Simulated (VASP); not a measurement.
# AlAs (F-43m) in VASP: single point with PBE

Aim: the single point of AlAs with PBE.

Everything below comes from runs of VASP 6.6.1. Logs are shortened: lines on timing, memory, paths and dates and some standing lists are left out, and cuts for length are marked.

### Step 1. The cell of the first run

The structure is cubic, space group F-43m (No. 216). Conventional cell: a = 5.728 Å, b = 5.728 Å, c = 5.728 Å, α = 90.00°, β = 90.00°, γ = 90.00°. Within 3.3 Å of Al (site symmetry -43m) lie 4 As at 2.48 Å. Within 3.3 Å of As (site symmetry -43m) lie 4 Al at 2.48 Å.

### Step 2. Single point, PBE

POSCAR reads:

```
AlAs
1.0
    0.0000000000      2.8638066104      2.8638066104
    2.8638066104      0.0000000000      2.8638066104
    2.8638066104      2.8638066104      0.0000000000
Al As
1 1
Direct
    0.0000000000      0.0000000000      0.0000000000
    0.2500000000      0.2500000000      0.2500000000
```

INCAR.step1 reads:

```
SYSTEM = AlAs
ALGO = Normal
EDIFF = 1E-6
ENCUT = 400
GGA = PE
GGA_COMPAT = .False.
ISIF = 2
ISMEAR = 0
LASPH = .True.
LCHARG = .True.
LORBIT = 11
LREAL = .False.
LWAVE = .False.
NBANDS = 11
NEDOS = 2001
NELM = 120
PREC = Accurate
SIGMA = 0.02
```

KPOINTS.step1 reads:

```
k-points
0
Gamma
  8 8 8
  0 0 0
```

INCAR.step2 reads:

```
SYSTEM = AlAs
ALGO = Normal
EDIFF = 1E-6
ENCUT = 400
GGA = PE
GGA_COMPAT = .False.
ICHARG = 11
ISIF = 2
ISMEAR = -5
LASPH = .True.
LCHARG = .False.
LORBIT = 10
LREAL = .False.
LWAVE = .False.
NBANDS = 11
NEDOS = 2001
NELM = 120
PREC = Accurate
SIGMA = 0.02
```

KPOINTS.step2 reads:

```
k-points
0
Gamma
  12 12 12
  0 0 0
```

Potentials or basis: VASP PAW PBE potentials, release 64 (Al, As).

On the command line:

```sh
cat potpaw_PBE.64/Al/POTCAR potpaw_PBE.64/As/POTCAR > POTCAR
cp INCAR.step1 INCAR
cp KPOINTS.step1 KPOINTS
mpirun -np 1 vasp_std > vasp.out
cp INCAR.step2 INCAR
cp KPOINTS.step2 KPOINTS
mpirun -np 1 vasp_std > vasp.out
```

OUTCAR:

```text
SYSTEM = AlAs
   EDIFF = 1E-6
   ENCUT = 400
   GGA = PE
   ICHARG = 11
   ISIF = 2
   ISMEAR = -5
   LASPH = .True.
   LORBIT = 10
   LREAL = .False.
   NELM = 120
   PREC = Accurate

 ion  position               nearest neighbor table
   1  0.000  0.000  0.000-   2 2.48   2 2.48   2 2.48   2 2.48
   2  0.250  0.250  0.250-   1 2.48   1 2.48   1 2.48   1 2.48

  LATTYP: Found a face centered cubic cell.
 ALAT       =     5.7276132208

  Lattice vectors:

 A1 = (   0.0000000000,   2.8638066104,   2.8638066104)
 A2 = (   2.8638066104,   0.0000000000,   2.8638066104)
 A3 = (   2.8638066104,   2.8638066104,   0.0000000000)

Analysis of symmetry for initial positions (statically):
=====================================================================
 Subroutine PRICEL returns:
 Original cell was already a primitive cell.

 Routine SETGRP: Setting up the symmetry group for a
 face centered cubic supercell.

 Subroutine GETGRP returns: Found 24 space group operations
 (whereof 24 operations were pure point group operations)
 out of a pool of 48 trial point group operations.

The static configuration has the point symmetry T_d .

Analysis of symmetry for dynamics (positions and initial velocities):
=====================================================================
 Subroutine PRICEL returns:
 Original cell was already a primitive cell.

 Routine SETGRP: Setting up the symmetry group for a
 face centered cubic supercell.

 Subroutine GETGRP returns: Found 24 space group operations
 (whereof 24 operations were pure point group operations)
 out of a pool of 48 trial point group operations.

The dynamic configuration has the point symmetry T_d .

 Subroutine INISYM returns: Found 24 space group operations
 (whereof 24 operations are pure point group operations),
 and found     1 'primitive' translations

----------------------------------------------------------------------------------------

                                     Primitive cell

  volume of cell :      46.9744

  direct lattice vectors                    reciprocal lattice vectors
     0.000000000  2.863806610  2.863806610    -0.174592795  0.174592795  0.174592795
     2.863806610  0.000000000  2.863806610     0.174592795 -0.174592795  0.174592795
     2.863806610  2.863806610  0.000000000     0.174592795  0.174592795 -0.174592795

  length of vectors
     4.050034148  4.050034148  4.050034148     0.302403591  0.302403591  0.302403591

  position of ions in fractional coordinates (direct lattice)
     0.000000000  0.000000000  0.000000000
     0.250000000  0.250000000  0.250000000

  ion indices of the primitive-cell ions
   primitive index   ion index
                 1           1
                 2           2

----------------------------------------------------------------------------------------

 KPOINTS: k-points

Automatic generation of k-mesh.
 Grid dimensions read from file:
 generate k-points for:   12   12   12

 Generating k-lattice:

  Cartesian coordinates                     Fractional coordinates (reciprocal lattice)
    -0.014549400  0.014549400  0.014549400     0.083333333  0.000000000  0.000000000
     0.014549400 -0.014549400  0.014549400     0.000000000  0.083333333  0.000000000
     0.014549400  0.014549400 -0.014549400     0.000000000  0.000000000  0.083333333

  Length of vectors
     0.025200299  0.025200299  0.025200299

  Shift w.r.t. Gamma in fractional coordinates (k-lattice)
     0.000000000  0.000000000  0.000000000

 TETIRR: Found    247 inequivalent tetrahedra from    10368

 Subroutine IBZKPT returns following result:
 ===========================================

 Found     72 irreducible k-points:

 Following reciprocal coordinates:
            Coordinates               Weight
  0.000000  0.000000  0.000000      1.000000
  0.083333  0.000000  0.000000      8.000000
  0.166667  0.000000  0.000000      8.000000
  0.250000  0.000000  0.000000      8.000000
  0.333333  0.000000  0.000000      8.000000
  0.416667  0.000000  0.000000      8.000000
[... 16 lines left out ...]
  0.500000  0.166667  0.000000     24.000000
 -0.416667  0.166667  0.000000     24.000000
 [... further k-points ...]
   k-points           NKPTS =     72   k-points in BZ     NKDIM =     72   number of bands    NBANDS=     11
   number of dos      NEDOS =   2001   number of ions     NIONS =      2
   total plane-waves  NPLWV =  21952
   dimension x,y,z NGX =    28 NGY =   28 NGZ =   28
   dimension x,y,z NGXF=    56 NGYF=   56 NGZF=   56
   ions per type =               1   1
   NGX,Y,Z   is equivalent  to a cutoff of  11.49, 11.49, 11.49 a.u.
   NGXF,Y,Z  is equivalent  to a cutoff of  22.99, 22.99, 22.99 a.u.
 SYSTEM =  AlAs
   PREC   = accura    normal or accurate (medium, high low for compatibility)
   ISTART =      0    job   : 0-new  1-cont  2-samecut
   ICHARG =     11    charge: 1-file 2-atom 10-const
   ISPIN  =      1    spin polarized calculation?
   LNONCOLLINEAR =      F non collinear calculations
   LSORBIT =      F    spin-orbit coupling
   LASPH  =      T    aspherical Exc in radial PAW
   ENCUT  =  400.0 eV  29.40 Ry    5.42 a.u.   6.60  6.60  6.60*2*pi/ulx,y,z
   NELM   =    120;   NELMIN=  2; NELMDL=  0     # of ELM steps
   EDIFF  = 0.1E-05   stopping-criterion for ELM
   LREAL  =      F    real-space projection
   EDIFFG = 0.1E-04   stopping-criterion for IOM
   NSW    =      0    number of steps for IOM
   IBRION =     -1    ionic relax: 0-MD 1-quasi-New 2-CG
   NFREE  =      0    steps in history (QN), initial steepest desc. (CG)
   ISIF   =      2    stress and relaxation
   ISYM   =      2    0-nonsym 1-usesym 2-fastsym
   POTIM  = 0.5000    time-step for ionic-motion
   TEBEG  =    0.0;   TEEND  =   0.0 temperature during run
   PSTRESS=    0.0 pullay stress
   NELECT =       8.0000    total number of electrons
   NUPDOWN=      -1.0000    fix difference up-down
   EMIN   =  10.00;   EMAX   =-10.00  energy-range for DOS
   EFERMI =   0.00;   METHOD = LEGACY
   ISMEAR =    -5;   SIGMA  =   0.02  broadening in eV -4-tet -1-fermi 0-gaus
   EFERMI_NEDOS =   21; number of points for ismear=-14 and -15
   IALGO  =     38    algorithm
   IMIX   =      4    mixing-type and parameters
     AMIX     =   0.40;   BMIX     =  1.00
     AMIX_MAG =   1.60;   BMIX_MAG =  1.00
  volume/ion in A,a.u.               =      23.49       158.50
  Fermi-wavevector in a.u.,A,eV,Ry     =   0.907440  1.714813 11.203676  0.823447
  Thomas-Fermi vector in A             =   2.031247
   LORBIT       =     10    0 simple, 1 ext, 2 COOP (PROOUT), +10 PAW based schemes
   GGA     = PE    functional components
   LHFCALC =     F    Hartree Fock is set to
   AEXX    =    0.0000 exact exchange contribution
   IVDW    =     0    specifies the selected vdW correction
   LEPSILON=     F    determine dielectric tensor
   LRPA    =     F    only Hartree local field effects (RPA)
 non-spin polarized calculation
 Fermi weights with tetrahedron method with Bloechl corrections
  energy-cutoff  :      400.00
  volume of cell :       46.97
 maximum number of plane-waves:       881

 number of electron       8.0000000 magnetization

 Free energy of the ion-electron system (eV)
  ---------------------------------------------------
  ext. energy  EPLUGINS =         0.00000000
  ---------------------------------------------------
  free energy    TOTEN  =        -9.38852911 eV

  energy without entropy =       -9.38852911  energy(sigma->0) =       -9.38852911

 E-fermi :   3.6001     XC(G=0):  -8.9051

 val. band max:        3.5959024494   @ k =   0.0000   0.0000   0.0000
 cond. band min:       5.0894555878   @ k =   0.5000   0.5000   0.0000
 fundamental gap:      1.4935531384
 Fermi energy:         3.6001018153

 k-point     1 :       0.0000    0.0000    0.0000
  band No.  band energies     occupation
      1      -8.0762      2.00000
      2       3.5959      2.00000
      3       3.5959      2.00000
      4       3.5959      2.00000
      5       5.3792      0.00000
      6       7.8221      0.00000
      7       7.8221      0.00000
      8       7.8221      0.00000
      9      12.2788      0.00000
     10      12.5386      0.00000
     11      12.5386      0.00000

 k-point     2 :       0.0833    0.0000    0.0000
  band No.  band energies     occupation
      1      -8.0106      2.00000
      2       2.8051      2.00000
      3       3.5221      2.00000
      4       3.5221      2.00000
      5       5.9327      0.00000
      6       7.9242      0.00000
      7       7.9549      0.00000
      8       7.9549      0.00000
      9      12.2009      0.00000
     10      12.2009      0.00000
     11      12.6475      0.00000

 k-point     3 :       0.1667    0.0000    0.0000
  band No.  band energies     occupation
      1      -7.8202      2.00000
      2       1.5191      2.00000
      3       3.3415      2.00000
      4       3.3415      2.00000
      5       6.2375      0.00000
      6       8.2463      0.00000
      7       8.2463      0.00000
      8       8.6358      0.00000
      9      11.7825      0.00000
     10      11.7825      0.00000
     11      13.1884      0.00000
[... 267 lines left out ...]
 k-point    23 :       0.5000    0.1667    0.0000
  band No.  band energies     occupation
      1      -6.6333      2.00000
      2      -1.5367      2.00000
      3       1.5472      2.00000
      4       2.3759      2.00000
      5       6.4982      0.00000
      6       8.2853      0.00000
      7       9.3078      0.00000
      8      10.5925      0.00000
      9      13.1415      0.00000
     10      14.8325      0.00000
     11      15.2719      0.00000

 k-point    24 :      -0.4167    0.1667    0.0000
  band No.  band energies     occupation
      1      -6.5959      2.00000
      2      -1.6075      2.00000
      3       1.3736      2.00000
      4       2.5173      2.00000
      5       6.5849      0.00000
      6       8.2863      0.00000
      7       9.1113      0.00000
      8      11.5739      0.00000
      9      12.8241      0.00000
     10      13.2710      0.00000
     11      14.7237      0.00000

 [... further k-points ...]

------------------------ aborting loop because EDIFF is reached ----------------------------------------

  FORCE on cell =-STRESS in cart. coord.  units (eV):
  Direction    XX          YY          ZZ          XY          YZ          ZX
  --------------------------------------------------------------------------------------
  -------------------------------------------------------------------------------------
  Total        0.0412979      0.0412979      0.0412979      0.0000000     -0.0000000      0.0000000
  in kB        1.4085675      1.4085675      1.4085675      0.0000000     -0.0000000      0.0000000
  external PRESSURE =       1.4085675 kB  Pullay stress =       0.0000000 kB

 VOLUME and BASIS-vectors are now :
 -----------------------------------------------------------------------------
  energy-cutoff  :      400.00
  volume of cell :       46.97
      direct lattice vectors                 reciprocal lattice vectors
     0.000000000  2.863806610  2.863806610    -0.174592795  0.174592795  0.174592795
     2.863806610  0.000000000  2.863806610     0.174592795 -0.174592795  0.174592795
     2.863806610  2.863806610  0.000000000     0.174592795  0.174592795 -0.174592795

 POSITION                                       TOTAL-FORCE (eV/Angst)
 -----------------------------------------------------------------------------------
      0.00000      0.00000      0.00000         0.000000      0.000000      0.000000
      1.43190      1.43190      1.43190        -0.000000     -0.000000     -0.000000
 -----------------------------------------------------------------------------------
    total drift:                                0.000000      0.000000      0.000000

  FREE ENERGIE OF THE ION-ELECTRON SYSTEM (eV)
  ---------------------------------------------------
  free  energy   TOTEN  =        -9.3885291128 eV

  energy  without entropy=       -9.3885291128  energy(sigma->0) =       -9.38852911

 total charge

# of ion       s       p       d       tot
------------------------------------------
    1        0.404   0.357   0.000   0.761
    2        1.195   1.658   0.023   2.876
--------------------------------------------------
tot          1.598   2.015   0.023   3.636
```

It took 35 s on 1 thread of Intel Xeon 8259CL, shared host; peak memory 0.16 GiB.

What came out:

- Valence electrons inside the program's atomic spheres: Al 0.76; As 2.88

Levels at points of the mesh, in eV from the valence-band top:
```csv
k point,band 1,band 2,band 3,band 4,band 5,band 6,band 7,band 8,band 9
"(0.00, 0.00, 0.00)",-11.67,0.00,0.00,0.00,1.78,4.23,4.23,4.23,8.68
"(0.50, 0.00, 0.00)",-10.33,-5.42,-0.80,-0.80,2.01,4.65,4.65,7.68,10.91
"(0.50, 0.50, 0.00)",-9.81,-5.31,-2.10,-2.10,1.49,2.29,10.06,10.06,11.40
```
